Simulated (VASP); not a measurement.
# PbS (P6_3/mmc) in VASP: a series of runs

Aim: see how the results for PbS move with the level of theory and the settings. Levels: r2SCAN, PBEsol, LDA, PBE. Tasks: single point, relaxation of cell and atoms.

All numbers are computed with VASP 6.6.1; they aren't measurements. Logs are shortened: lines on timing, memory, paths and dates and some standing lists are left out, and cuts for length are marked.

## Step 1: The cell of the first run

It takes space group P6_3/mmc (No. 194, hexagonal). The conventional cell has a = 4.123 Å, b = 4.123 Å, c = 7.334 Å, α = 90.00°, β = 90.00°, γ = 120.00°. Pb (site symmetry -3m) has 6 S at 3.00 Å and 2 Pb at 3.67 Å within 4.0 Å. Within 4.0 Å of S (site symmetry -6m2) lie 6 Pb at 3.00 Å.

## Step 2: Single point, r2SCAN

The input, POSCAR:

```
PbS
1.0
    4.1234513013      0.0000000000      0.0000000000
   -2.0617256507      3.5710135782      0.0000000000
    0.0000000000      0.0000000000      7.3337316572
Pb S
2 2
Direct
    0.0000000000      0.0000000000      0.0000000000
    0.0000000000      0.0000000000      0.5000000000
    0.3333333333      0.6666666667      0.2500000000
    0.6666666667      0.3333333333      0.7500000000
```

The input, INCAR.step1:

```
SYSTEM = PbS
ALGO = Normal
EDIFF = 1E-5
ENCUT = 550
GGA = PE
GGA_COMPAT = .FALSE.
ISMEAR = -1
LASPH = .TRUE.
LCHARG = .FALSE.
LREAL = .FALSE.
LWAVE = .TRUE.
NBANDS = 28
NELM = 120
PREC = Accurate
SIGMA = 0.02
```

The input, INCAR.step2:

```
SYSTEM = PbS
ALGO = Normal
EDIFF = 1E-6
ENCUT = 550
GGA_COMPAT = .FALSE.
ISIF = 2
ISMEAR = -1
ISTART = 1
LASPH = .TRUE.
LCHARG = .TRUE.
LELF = .TRUE.
LMIXTAU = .TRUE.
LREAL = .FALSE.
LVHAR = .TRUE.
LWAVE = .FALSE.
METAGGA = R2SCAN
NBANDS = 28
NELM = 120
PREC = Accurate
SIGMA = 0.02
```

The input, KPOINTS:

```
k-points
0
G
  6 6 4
  0 0 0
```

Potentials or basis: VASP PAW PBE potentials, release 64 (Pb_d, S).

The run is started by

```console
$ cat potpaw_PBE.64/Pb_d/POTCAR potpaw_PBE.64/S/POTCAR > POTCAR
$ cp INCAR.step1 INCAR
$ mpirun -np 1 vasp_std > vasp.out
$ cp INCAR.step2 INCAR
$ mpirun -np 1 vasp_std > vasp.out
```

OUTCAR:

```text
SYSTEM = PbS
   EDIFF = 1E-6
   ENCUT = 550
   ISIF = 2
   ISMEAR = -1
   ISTART = 1
   LASPH = .TRUE.
   LREAL = .FALSE.
   METAGGA = R2SCAN
   NELM = 120
   PREC = Accurate

 ion  position               nearest neighbor table
   1  0.000  0.000  0.000-   3 3.00   4 3.00   4 3.00   3 3.00   4 3.00   3 3.00   2 3.67   2 3.67

   2  0.000  0.000  0.500-   3 3.00   4 3.00   4 3.00   3 3.00   4 3.00   3 3.00   1 3.67   1 3.67

   3  0.333  0.667  0.250-   1 3.00   2 3.00   1 3.00   2 3.00   1 3.00   2 3.00
   4  0.667  0.333  0.750-   1 3.00   2 3.00   1 3.00   2 3.00   1 3.00   2 3.00

  LATTYP: Found a hexagonal cell.
 ALAT       =     4.1234513013
 C/A-ratio  =     1.7785420807

  Lattice vectors:

 A1 = (   4.1234513013,   0.0000000000,   0.0000000000)
 A2 = (  -2.0617256507,   3.5710135782,   0.0000000000)
 A3 = (   0.0000000000,   0.0000000000,   7.3337316572)

Analysis of symmetry for initial positions (statically):
=====================================================================
 Subroutine PRICEL returns:
 Original cell was already a primitive cell.

 Routine SETGRP: Setting up the symmetry group for a
 hexagonal supercell.

 Subroutine GETGRP returns: Found 24 space group operations
 (whereof 12 operations were pure point group operations)
 out of a pool of 24 trial point group operations.

The static configuration has the point symmetry D_3d.
 The point group associated with its full space group is D_6h.

Analysis of symmetry for dynamics (positions and initial velocities):
=====================================================================
 Subroutine PRICEL returns:
 Original cell was already a primitive cell.

 Routine SETGRP: Setting up the symmetry group for a
 hexagonal supercell.

 Subroutine GETGRP returns: Found 24 space group operations
 (whereof 12 operations were pure point group operations)
 out of a pool of 24 trial point group operations.

The dynamic configuration has the point symmetry D_3d.
 The point group associated with its full space group is D_6h.

 Subroutine INISYM returns: Found 24 space group operations
 (whereof 12 operations are pure point group operations),
 and found     1 'primitive' translations

----------------------------------------------------------------------------------------

                                     Primitive cell

  volume of cell :     107.9885

  direct lattice vectors                    reciprocal lattice vectors
     4.123451301  0.000000000  0.000000000     0.242515293  0.140016270  0.000000000
    -2.061725651  3.571013578  0.000000000     0.000000000  0.280032539  0.000000000
     0.000000000  0.000000000  7.333731657     0.000000000  0.000000000  0.136356230

  length of vectors
     4.123451301  4.123451301  7.333731657     0.280032539  0.280032539  0.136356230

  position of ions in fractional coordinates (direct lattice)
     0.000000000  0.000000000  0.000000000
     0.000000000  0.000000000  0.500000000
     0.333333333  0.666666667  0.250000000
     0.666666667  0.333333333  0.750000000

  ion indices of the primitive-cell ions
   primitive index   ion index
                 1           1
                 2           2
                 3           3
                 4           4

----------------------------------------------------------------------------------------

 KPOINTS: k-points

Automatic generation of k-mesh.
 Grid dimensions read from file:
 generate k-points for:    6    6    4

 Generating k-lattice:

  Cartesian coordinates                     Fractional coordinates (reciprocal lattice)
     0.040419215  0.023336045  0.000000000     0.166666667  0.000000000  0.000000000
     0.000000000  0.046672090  0.000000000     0.000000000  0.166666667  0.000000000
     0.000000000  0.000000000  0.034089057     0.000000000  0.000000000  0.250000000

  Length of vectors
     0.046672090  0.046672090  0.034089057

  Shift w.r.t. Gamma in fractional coordinates (k-lattice)
     0.000000000  0.000000000  0.000000000

 Subroutine IBZKPT returns following result:
 ===========================================

 Found     21 irreducible k-points:

 Following reciprocal coordinates:
            Coordinates               Weight
  0.000000  0.000000  0.000000      1.000000
  0.166667  0.000000  0.000000      6.000000
  0.333333  0.000000  0.000000      6.000000
  0.500000  0.000000  0.000000      3.000000
  0.166667  0.166667  0.000000      6.000000
  0.333333  0.166667  0.000000     12.000000
[... 13 lines left out ...]
  0.333333  0.166667  0.500000     12.000000
  0.333333  0.333333  0.500000      2.000000
   k-points           NKPTS =     21   k-points in BZ     NKDIM =     21   number of bands    NBANDS=     28
   number of dos      NEDOS =    301   number of ions     NIONS =      4
   total plane-waves  NPLWV =  57344
   dimension x,y,z NGX =    32 NGY =   32 NGZ =   56
   dimension x,y,z NGXF=    64 NGYF=   64 NGZF=  112
   ions per type =               2   2
   NGX,Y,Z   is equivalent  to a cutoff of  12.90, 12.90, 12.69 a.u.
   NGXF,Y,Z  is equivalent  to a cutoff of  25.80, 25.80, 25.39 a.u.
 SYSTEM =  PbS
   PREC   = accura    normal or accurate (medium, high low for compatibility)
   ISTART =      1    job   : 0-new  1-cont  2-samecut
   ICHARG =      0    charge: 1-file 2-atom 10-const
   ISPIN  =      1    spin polarized calculation?
   LNONCOLLINEAR =      F non collinear calculations
   LSORBIT =      F    spin-orbit coupling
   LASPH  =      T    aspherical Exc in radial PAW
   ENCUT  =  550.0 eV  40.42 Ry    6.36 a.u.   7.88  7.88 14.02*2*pi/ulx,y,z
   NELM   =    120;   NELMIN=  2; NELMDL=  0     # of ELM steps
   EDIFF  = 0.1E-05   stopping-criterion for ELM
   LREAL  =      F    real-space projection
   EDIFFG = 0.1E-04   stopping-criterion for IOM
   NSW    =      0    number of steps for IOM
   IBRION =     -1    ionic relax: 0-MD 1-quasi-New 2-CG
   NFREE  =      0    steps in history (QN), initial steepest desc. (CG)
   ISIF   =      2    stress and relaxation
   ISYM   =      2    0-nonsym 1-usesym 2-fastsym
   POTIM  = 0.5000    time-step for ionic-motion
   TEBEG  =    0.0;   TEEND  =   0.0 temperature during run
   PSTRESS=    0.0 pullay stress
   NELECT =      40.0000    total number of electrons
   NUPDOWN=      -1.0000    fix difference up-down
   EMIN   =  10.00;   EMAX   =-10.00  energy-range for DOS
   EFERMI =   0.00;   METHOD = LEGACY
   ISMEAR =    -1;   SIGMA  =   0.02  broadening in eV -4-tet -1-fermi 0-gaus
   EFERMI_NEDOS =   21; number of points for ismear=-14 and -15
   IALGO  =     38    algorithm
   IMIX   =      4    mixing-type and parameters
     AMIX     =   0.40;   BMIX     =  1.00
     AMIX_MAG =   1.60;   BMIX_MAG =  1.00
  volume/ion in A,a.u.               =      27.00       182.19
  Fermi-wavevector in a.u.,A,eV,Ry     =   1.175716  2.221781 18.807438  1.382308
  Thomas-Fermi vector in A             =   2.312092
   LORBIT       =      0    0 simple, 1 ext, 2 COOP (PROOUT), +10 PAW based schemes
   METAGGA = R2SCAN    functional components
   LHFCALC =     F    Hartree Fock is set to
   AEXX    =    0.0000 exact exchange contribution
   IVDW    =     0    specifies the selected vdW correction
   LEPSILON=     F    determine dielectric tensor
   LRPA    =     F    only Hartree local field effects (RPA)
 non-spin polarized calculation
  energy-cutoff  :      550.00
  volume of cell :      107.99
 maximum number of plane-waves:      3222
 NGX is ok and might be reduce to    32
   NGX = 15   NGY = 15   NGZ = 29

 number of electron      39.9999995 magnetization

 Free energy of the ion-electron system (eV)
  ---------------------------------------------------
  ext. energy  EPLUGINS =         0.00000000
  ---------------------------------------------------
  free energy    TOTEN  =      -130.95901913 eV

  energy without entropy =     -130.95900281  energy(sigma->0) =     -130.95901097

 E-fermi :   5.8165     XC(G=0): -10.0668

 val. band max:        5.7066124768   @ k =   0.0000   0.0000   0.0000
 cond. band min:       5.9534558775   @ k =   0.5000   0.0000   0.0000
 fundamental gap:      0.2468434007
 Fermi energy:         5.8165389181

 k-point     1 :       0.0000    0.0000    0.0000
  band No.  band energies     occupation
      1     -12.3184      2.00000
      2     -12.2444      2.00000
      3     -12.2444      2.00000
      4     -12.2270      2.00000
      5     -12.2270      2.00000
      6     -12.2179      2.00000
[... 20 lines left out ...]
     27      11.4898      0.00000
     28      13.3132      0.00000

 k-point     2 :       0.1667    0.0000    0.0000
  band No.  band energies     occupation
      1     -12.3121      2.00000
      2     -12.2703      2.00000
      3     -12.2352      2.00000
      4     -12.2306      2.00000
      5     -12.2266      2.00000
      6     -12.2153      2.00000
[... 20 lines left out ...]
     27      11.4434      0.00000
     28      12.3245      0.00000

 k-point     3 :       0.3333    0.0000    0.0000
  band No.  band energies     occupation
      1     -12.3312      2.00000
      2     -12.2993      2.00000
      3     -12.2407      2.00000
      4     -12.2347      2.00000
      5     -12.2326      2.00000
      6     -12.1917      2.00000
[... 20 lines left out ...]
     27      11.3274      0.00000
     28      13.9607      0.00000

 k-point     4 :       0.5000    0.0000    0.0000
  band No.  band energies     occupation
      1     -12.3600      2.00000
      2     -12.2953      2.00000
      3     -12.2467      2.00000
      4     -12.2372      2.00000
      5     -12.2337      2.00000
      6     -12.1870      2.00000
[... 20 lines left out ...]
     27      11.4245      0.00000
     28      13.4428      0.00000

 k-point     5 :       0.1667    0.1667    0.0000
  band No.  band energies     occupation
      1     -12.3064      2.00000
      2     -12.3028      2.00000
      3     -12.2414      2.00000
      4     -12.2309      2.00000
      5     -12.2298      2.00000
      6     -12.2025      2.00000
[... 20 lines left out ...]
     27      11.0452      0.00000
     28      13.0322      0.00000

 k-point     6 :       0.3333    0.1667    0.0000
  band No.  band energies     occupation
      1     -12.3378      2.00000
      2     -12.2933      2.00000
      3     -12.2560      2.00000
      4     -12.2317      2.00000
      5     -12.2278      2.00000
      6     -12.1900      2.00000
[... 370 lines left out ...]
      5     -12.2017      2.00000
      6     -12.2017      2.00000
[... 20 lines left out ...]
     27      12.7820      0.00000
     28      12.7820      0.00000

 k-point    19 :       0.1667    0.1667    0.5000
  band No.  band energies     occupation
      1     -12.2607      2.00000
      2     -12.2607      2.00000
      3     -12.2245      2.00000
      4     -12.2245      2.00000
      5     -12.2136      2.00000
      6     -12.2136      2.00000
[... 20 lines left out ...]
     27      12.0756      0.00000
     28      12.0756      0.00000

 k-point    20 :       0.3333    0.1667    0.5000
  band No.  band energies     occupation
      1     -12.2803      2.00000
      2     -12.2803      2.00000
      3     -12.2226      2.00000
      4     -12.2226      2.00000
      5     -12.2109      2.00000
      6     -12.2109      2.00000
[... 20 lines left out ...]
     27      12.5964      0.00000
     28      12.5964      0.00000

 k-point    21 :       0.3333    0.3333    0.5000
  band No.  band energies     occupation
      1     -12.2727      2.00000
      2     -12.2727      2.00000
      3     -12.2232      2.00000
      4     -12.2232      2.00000
      5     -12.2026      2.00000
      6     -12.2026      2.00000
[... 20 lines left out ...]
     27      13.4012      0.00000
     28      13.4012      0.00000

------------------------ aborting loop because EDIFF is reached ----------------------------------------

  FORCE on cell =-STRESS in cart. coord.  units (eV):
  Direction    XX          YY          ZZ          XY          YZ          ZX
  --------------------------------------------------------------------------------------
  -------------------------------------------------------------------------------------
  Total       -0.0167265     -0.0167265     -0.0245958      0.0000000      0.0000000      0.0000000
  in kB       -0.2481631     -0.2481631     -0.3649175      0.0000000      0.0000000      0.0000000
  external PRESSURE =      -0.2870812 kB  Pullay stress =       0.0000000 kB

 VOLUME and BASIS-vectors are now :
 -----------------------------------------------------------------------------
  energy-cutoff  :      550.00
  volume of cell :      107.99
      direct lattice vectors                 reciprocal lattice vectors
     4.123451301  0.000000000  0.000000000     0.242515293  0.140016270  0.000000000
    -2.061725651  3.571013578  0.000000000     0.000000000  0.280032539  0.000000000
     0.000000000  0.000000000  7.333731657     0.000000000  0.000000000  0.136356230

 POSITION                                       TOTAL-FORCE (eV/Angst)
 -----------------------------------------------------------------------------------
      0.00000      0.00000      0.00000        -0.000000      0.000000      0.000000
      0.00000      0.00000      3.66687        -0.000000      0.000000      0.000000
     -0.00000      2.38068      1.83343        -0.000000     -0.000000     -0.000000
      2.06173      1.19034      5.50030         0.000000      0.000000      0.000000
 -----------------------------------------------------------------------------------
    total drift:                                0.000000     -0.000000      0.000000

  FREE ENERGIE OF THE ION-ELECTRON SYSTEM (eV)
  ---------------------------------------------------
  free  energy   TOTEN  =      -130.9590191322 eV

  energy  without entropy=     -130.9590028123  energy(sigma->0) =     -130.95901097
```

Run time: 4.2 min. Hardware: 1 thread of Intel Xeon Platinum 8259CL at 2.50GHz (Skylake/Cascade Lake), shared host; peak memory 0.27 GiB.

Results:

* Free energy: -130.9590 eV
* Pressure: 0.0 GPa
* Band gap on the k mesh: 0.25 eV, indirect (the least direct gap lies 3.4 meV higher)

Levels at points of the mesh, in eV from the valence-band top:
```
           k point  band 16  band 17  band 18  band 19  band 20  band 21  band 22  band 23  band 24  band 25
(0.00, 0.00, 0.00)    -2.43    -2.43    -2.00    -2.00     0.00     0.25     3.22     3.22     3.62     3.62
(0.50, 0.00, 0.00)    -4.74    -3.57    -2.15    -2.03    -1.23     0.25     1.85     2.55     3.76     4.93
(0.00, 0.00, 0.50)    -2.21    -2.21    -2.21    -1.83    -1.83     2.63     2.63     3.28     3.28     3.28
(0.50, 0.00, 0.50)    -3.73    -3.10    -3.10    -2.99    -2.99     2.65     2.65     2.82     2.82     3.52
```

Caveat: the PAW data sets were made with another functional, which shifts forces and pressure a little; spin-orbit coupling is left out, which moves the levels of the heavy elements. A k mesh can miss the band edges.

[end of part 1 of 3]
